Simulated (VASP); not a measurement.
# GaAs5 (P4/mmm) in VASP: notebook

The runs below take GaAs5 through single point, with PBE.

Everything below comes from runs of VASP 6.6.1. Logs are shortened: lines on timing, memory, paths and dates and some standing lists are left out, and cuts for length are marked.

## (1) The cell of the first run

It takes space group P4/mmm (No. 123, tetragonal). Conventional cell: a = 5.126 Å, b = 5.126 Å, c = 5.786 Å, α = 90.00°, β = 90.00°, γ = 90.00°. Within 2.4 Å of Ga (site symmetry 4/mmm) lie 4 As at 1.78 Å. As (site symmetry m2m) has 1 Ga at 1.78 Å within 2.4 Å. As (site symmetry 4/mmm) has 2 Ga at 2.89 Å and 8 As at 3.39 Å within 3.8 Å.

## (2) Single point, PBE

INCAR reads:

```
SYSTEM = GaAs5
PREC = Accurate
ENCUT = 520
EDIFF = 1E-6
ISMEAR = 0
SIGMA = 0.1
LREAL = .False.
LASPH = .True.
NELM = 80
ALGO = Normal
ISIF = 2
LWAVE = .False.
LCHARG = .False.
GGA = PE
NBANDS = 28
```

KPOINTS reads:

```
Automatic mesh
0
Gamma
  4 4 4
  0 0 0
```

POSCAR reads:

```
GaAs5
1.0
    5.1264613500      0.0000000000      0.0000000000
    0.0000000000      5.1264613500      0.0000000000
    0.0000000000      0.0000000000      5.7855061500
Ga As
1 5
Direct
    0.0000000000      0.0000000000      0.0000000000
    0.2449285400      0.2449285400      0.0000000000
    0.7550714600      0.7550714600      0.0000000000
    0.2449285400      0.7550714600      0.0000000000
    0.7550714600      0.2449285400      0.0000000000
    0.0000000000      0.0000000000      0.5000000000
```

Potentials or basis: VASP PAW PBE potentials, release 64 (Ga_d, As).

On the command line:

```bash
cat potpaw_PBE.64/Ga_d/POTCAR potpaw_PBE.64/As/POTCAR > POTCAR
mpirun -np 1 vasp_std > vasp.out
```

OUTCAR:

```text
SYSTEM = GaAs5
   PREC = Accurate
   ENCUT = 520
   EDIFF = 1E-6
   ISMEAR = 0
   LREAL = .False.
   LASPH = .True.
   NELM = 80
   ISIF = 2
   GGA = PE

 ion  position               nearest neighbor table
   1  0.000  0.000  0.000-   2 1.78   3 1.78   4 1.78   5 1.78   6 2.89   6 2.89
   2  0.245  0.245  0.000-   1 1.78   4 2.51   5 2.51   4 2.62   5 2.62
   3  0.755  0.755  0.000-   1 1.78   4 2.51   5 2.51   5 2.62   4 2.62
   4  0.245  0.755  0.000-   1 1.78   2 2.51   3 2.51   3 2.62   2 2.62
   5  0.755  0.245  0.000-   1 1.78   2 2.51   3 2.51   3 2.62   2 2.62
   6  0.000  0.000  0.500-   1 2.89   1 2.89

  LATTYP: Found a simple tetragonal cell.
 ALAT       =     5.1264613500
 C/A-ratio  =     1.1285574503

  Lattice vectors:

 A1 = (   5.1264613500,   0.0000000000,   0.0000000000)
 A2 = (   0.0000000000,   5.1264613500,   0.0000000000)
 A3 = (   0.0000000000,   0.0000000000,   5.7855061500)

Analysis of symmetry for initial positions (statically):
=====================================================================
 Subroutine PRICEL returns:
 Original cell was already a primitive cell.

 Routine SETGRP: Setting up the symmetry group for a
 simple tetragonal supercell.

 Subroutine GETGRP returns: Found 16 space group operations
 (whereof 16 operations were pure point group operations)
 out of a pool of 16 trial point group operations.

The static configuration has the point symmetry D_4h.

Analysis of symmetry for dynamics (positions and initial velocities):
=====================================================================
 Subroutine PRICEL returns:
 Original cell was already a primitive cell.

 Routine SETGRP: Setting up the symmetry group for a
 simple tetragonal supercell.

 Subroutine GETGRP returns: Found 16 space group operations
 (whereof 16 operations were pure point group operations)
 out of a pool of 16 trial point group operations.

The dynamic configuration has the point symmetry D_4h.

 Subroutine INISYM returns: Found 16 space group operations
 (whereof 16 operations are pure point group operations),
 and found     1 'primitive' translations

----------------------------------------------------------------------------------------

                                     Primitive cell

  volume of cell :     152.0466

  direct lattice vectors                    reciprocal lattice vectors
[... 90 lines left out ...]
   EDIFFG = 0.1E-04   stopping-criterion for IOM
   NSW    =      0    number of steps for IOM
   IBRION =     -1    ionic relax: 0-MD 1-quasi-New 2-CG
   NFREE  =      0    steps in history (QN), initial steepest desc. (CG)
   ISIF   =      2    stress and relaxation
   ISYM   =      2    0-nonsym 1-usesym 2-fastsym
   POTIM  = 0.5000    time-step for ionic-motion
   TEBEG  =    0.0;   TEEND  =   0.0 temperature during run
   PSTRESS=    0.0 pullay stress
   NELECT =      38.0000    total number of electrons
   NUPDOWN=      -1.0000    fix difference up-down
   EMIN   =  10.00;   EMAX   =-10.00  energy-range for DOS
   EFERMI =   0.00;   METHOD = LEGACY
   ISMEAR =     0;   SIGMA  =   0.10  broadening in eV -4-tet -1-fermi 0-gaus
   EFERMI_NEDOS =   21; number of points for ismear=-14 and -15
   IALGO  =     38    algorithm
   IMIX   =      4    mixing-type and parameters
     AMIX     =   0.40;   BMIX     =  1.00
     AMIX_MAG =   1.60;   BMIX_MAG =  1.00
  volume/ion in A,a.u.               =      25.34       171.01
  Fermi-wavevector in a.u.,A,eV,Ry     =   1.031202  1.948689 14.468133  1.063378
  Thomas-Fermi vector in A             =   2.165338
   LORBIT       =      0    0 simple, 1 ext, 2 COOP (PROOUT), +10 PAW based schemes
   GGA     = PE    functional components
   LHFCALC =     F    Hartree Fock is set to
   AEXX    =    0.0000 exact exchange contribution
   IVDW    =     0    specifies the selected vdW correction
   LEPSILON=     F    determine dielectric tensor
   LRPA    =     F    only Hartree local field effects (RPA)
 non-spin polarized calculation
 Gauss-broadening in eV      SIGMA  =   0.10
  energy-cutoff  :      520.00
  volume of cell :      152.05
 maximum number of plane-waves:      4134
 NGX is ok and might be reduce to    40
   NGX = 19   NGY = 19   NGZ = 21

 number of electron      38.0000008 magnetization

 Free energy of the ion-electron system (eV)
  ---------------------------------------------------
  ext. energy  EPLUGINS =         0.00000000
  ---------------------------------------------------
  free energy    TOTEN  =        -1.50961069 eV

  energy without entropy =       -1.48541875  energy(sigma->0) =       -1.49751472

 E-fermi :   3.5187     XC(G=0):  -8.5720

 val. band max:        3.4869387714   @ k =   0.5000   0.2500   0.2500
 cond. band min:       3.5406942930   @ k =   0.5000   0.5000   0.0000
 fundamental gap:      0.0537555216
 Fermi energy:         3.5186988752

 k-point     1 :       0.0000    0.0000    0.0000
  band No.  band energies     occupation
      1     -17.4620      2.00000
      2     -16.7434      2.00000
      3     -16.6060      2.00000
      4     -15.8104      2.00000
      5     -15.8104      2.00000
      6     -13.3377      2.00000
[... 547 lines left out ...]
     27       9.7987      0.00000
     28       9.7987      0.00000

------------------------ aborting loop because EDIFF is reached ----------------------------------------

  FORCE on cell =-STRESS in cart. coord.  units (eV):
  Direction    XX          YY          ZZ          XY          YZ          ZX
  --------------------------------------------------------------------------------------
  -------------------------------------------------------------------------------------
  Total       87.1922503     87.1922503     -2.7252382      0.0000000      0.0000000     -0.0000000
  in kB      918.7804264    918.7804264    -28.7169501      0.0000000      0.0000000     -0.0000000
  external PRESSURE =     602.9479676 kB  Pullay stress =       0.0000000 kB

 VOLUME and BASIS-vectors are now :
 -----------------------------------------------------------------------------
  energy-cutoff  :      520.00
  volume of cell :      152.05
      direct lattice vectors                 reciprocal lattice vectors
     5.126461350  0.000000000  0.000000000     0.195066330  0.000000000  0.000000000
     0.000000000  5.126461350  0.000000000     0.000000000  0.195066330  0.000000000
     0.000000000  0.000000000  5.785506150     0.000000000  0.000000000  0.172845724

 POSITION                                       TOTAL-FORCE (eV/Angst)
 -----------------------------------------------------------------------------------
      0.00000      0.00000      0.00000         0.000000      0.000000     -0.000000
      1.25562      1.25562      0.00000        16.013869     16.013869     -0.000000
      3.87084      3.87084      0.00000       -16.013869    -16.013869     -0.000000
      1.25562      3.87084      0.00000        16.013869    -16.013869      0.000000
      3.87084      1.25562      0.00000       -16.013869     16.013869     -0.000000
      0.00000      0.00000      2.89275         0.000000      0.000000     -0.000000
 -----------------------------------------------------------------------------------
    total drift:                                0.000000     -0.000000     -0.000000

  FREE ENERGIE OF THE ION-ELECTRON SYSTEM (eV)
  ---------------------------------------------------
  free  energy   TOTEN  =        -1.5096106937 eV

  energy  without entropy=       -1.4854187498  energy(sigma->0) =       -1.49751472
```

OSZICAR:

```text
N       E                     dE             d eps       ncg     rms          rms(c)
DAV:   1     0.309313959196E+03    0.30931E+03   -0.16503E+04  1036   0.143E+03
DAV:   2     0.344093559758E+02   -0.27490E+03   -0.26352E+03  1164   0.371E+02
DAV:   3    -0.818232222480E+00   -0.35228E+02   -0.34463E+02  1288   0.111E+02
DAV:   4    -0.220346770107E+01   -0.13852E+01   -0.13707E+01  1168   0.233E+01
DAV:   5    -0.223704184157E+01   -0.33574E-01   -0.33518E-01  1272   0.337E+00    0.107E+01
DAV:   6    -0.180051460860E+01    0.43653E+00   -0.21677E+00  1204   0.578E+00    0.594E+00
DAV:   7    -0.158981224287E+01    0.21070E+00   -0.83807E-01  1284   0.498E+00    0.346E+00
DAV:   8    -0.150827184794E+01    0.81540E-01   -0.21341E-01  1352   0.349E+00    0.295E-01
DAV:   9    -0.150914566990E+01   -0.87382E-03   -0.33947E-02  1148   0.206E+00    0.309E-01
DAV:  10    -0.150947898519E+01   -0.33332E-03   -0.34641E-03  1236   0.491E-01    0.632E-02
DAV:  11    -0.150950573916E+01   -0.26754E-04   -0.76429E-04  1136   0.220E-01    0.516E-02
DAV:  12    -0.150959717432E+01   -0.91435E-04   -0.15598E-04  1128   0.109E-01    0.133E-02
DAV:  13    -0.150960813648E+01   -0.10962E-04   -0.27894E-05  1236   0.301E-02    0.682E-03
DAV:  14    -0.150961058411E+01   -0.24476E-05   -0.91684E-06  1024   0.163E-02    0.221E-03
DAV:  15    -0.150961069369E+01   -0.10958E-06   -0.66640E-07   772   0.116E-02
   1 F= -.15096107E+01 E0= -.14975147E+01  d E =-.241919E-01
```

Run time: 95 s. Hardware: 1 thread of AMD EPYC 7R43 (Zen 3), shared host; peak memory 0.24 GiB.

What came out:

| Item | Value |
| --- | --- |
| Free energy | -1.5096 eV |
| Pressure | 60.3 GPa |
| Largest force | 22.647 eV/Å |
| Band gap on the k mesh | zero (band 19 reaches 4.53 eV, above the bottom of band 20 at 2.59 eV) |

Forces in eV/Å, atoms in the order of the input:
```
Ga    0.000   0.000   0.000
As   16.014  16.014   0.000
As  -16.014 -16.014   0.000
As   16.014 -16.014   0.000
As  -16.014  16.014   0.000
As    0.000   0.000   0.000
```

Stress tensor (GPa, compression positive):
```
91.88  0.00  0.00
 0.00 91.88  0.00
 0.00  0.00 -2.87
```

Levels at points of the mesh, in eV from the Fermi level:
| k point | band 15 | band 16 | band 17 | band 18 | band 19 | band 20 | band 21 | band 22 | band 23 | band 24 |
| --- | --- | --- | --- | --- | --- | --- | --- | --- | --- | --- |
| (0.00, 0.00, 0.00) | -5.39 | -1.55 | -1.55 | -0.40 | -0.40 | -0.20 | 1.81 | 2.08 | 3.60 | 3.90 |
| (0.50, 0.00, 0.00) | -2.80 | -2.78 | -1.07 | -0.77 | -0.34 | 0.21 | 0.32 | 0.88 | 1.69 | 4.50 |
| (0.50, 0.50, 0.00) | -2.42 | -2.27 | -1.90 | -1.63 | -0.93 | -0.93 | -0.41 | 0.02 | 0.02 | 0.30 |
| (0.00, 0.00, 0.50) | -5.18 | -2.45 | -2.45 | -1.20 | 1.01 | 1.19 | 1.19 | 1.67 | 2.30 | 3.41 |
| (0.50, 0.00, 0.50) | -2.84 | -2.77 | -1.98 | -1.00 | 0.04 | 0.30 | 0.36 | 1.70 | 1.72 | 2.44 |
| (0.50, 0.50, 0.50) | -3.29 | -2.26 | -2.22 | -1.86 | -0.65 | -0.40 | 0.02 | 0.02 | 0.31 | 0.86 |

Caveat: forces of over 1 eV/Å act on the atoms, so gaps and moduli don't describe the material at rest.

## (3) Single point, PBE

This run uses another cell than the first one, of 31.72 Å³/atom, 1.252 times its volume.

INCAR reads:

```
PREC = Accurate ; ENCUT = 520
EDIFF = 1E-6 ; ISMEAR = 0
SIGMA = 0.1 ; LREAL = False
LASPH = True ; NELM = 80
ALGO = Normal ; ISIF = 2
LWAVE = False ; LCHARG = False
GGA = PE ; NBANDS = 28
```

KPOINTS reads:

```
Automatic mesh
0
Gamma
  4 4 4
```

POSCAR reads:

```
GaAs5
1.0
    6.2014229337      0.0000000000      0.0000000000
    0.0000000000      6.2014229337      0.0000000000
    0.0000000000      0.0000000000      4.9492018582
Ga As
1 5
Direct
    0.0000000000      0.0000000000      0.0000000000
    0.3050505201      0.3050505201      0.0000000000
    0.6949494799      0.6949494799      0.0000000000
    0.3050505201      0.6949494799      0.0000000000
    0.6949494799      0.3050505201      0.0000000000
    0.0000000000      0.0000000000      0.5000000000
```

Potentials or basis: VASP PAW PBE potentials, release 64 (Ga_d, As).

On the command line:

```bash
cat potpaw_PBE.64/Ga_d/POTCAR potpaw_PBE.64/As/POTCAR > POTCAR
mpirun -np 1 vasp_std > vasp.out
```

Run time: 2.1 min. Hardware: 1 thread of AMD EPYC 7R43 (Zen 3), shared host; peak memory 0.3 GiB.

It converged, with:

* Free energy: -22.7431 eV
* Pressure: 0.2 GPa
* Largest force: 0.062 eV/Å
* Band gap on the k mesh: zero (band 19 reaches 2.47 eV, above the bottom of band 20 at 1.37 eV)

Forces in eV/Å, atoms in the order of the input:
```
Ga   0.000  0.000  0.000
As  -0.044 -0.044  0.000
As   0.044  0.044  0.000
As  -0.044  0.044  0.000
As   0.044 -0.044  0.000
As   0.000  0.000  0.000
```

Stress tensor (GPa, compression positive):
```
0.27 0.00 0.00
0.00 0.27 0.00
0.00 0.00 0.10
```

Levels at points of the mesh, in eV from the Fermi level:
```tsv
k point	band 17	band 18	band 19	band 20	band 21	band 22
(0.00, 0.00, 0.00)	-0.56	-0.27	-0.27	0.24	0.24	2.03
(0.50, 0.00, 0.00)	-0.88	-0.36	-0.17	-0.02	0.11	1.44
(0.50, 0.50, 0.00)	-2.16	-0.52	-0.52	-0.23	-0.23	1.08
(0.00, 0.00, 0.50)	-1.78	-1.78	0.84	0.84	1.45	3.26
(0.50, 0.00, 0.50)	-1.02	-0.93	-0.60	-0.16	0.98	1.14
(0.50, 0.50, 0.50)	-2.12	-2.12	0.52	0.52	0.97	0.97
```
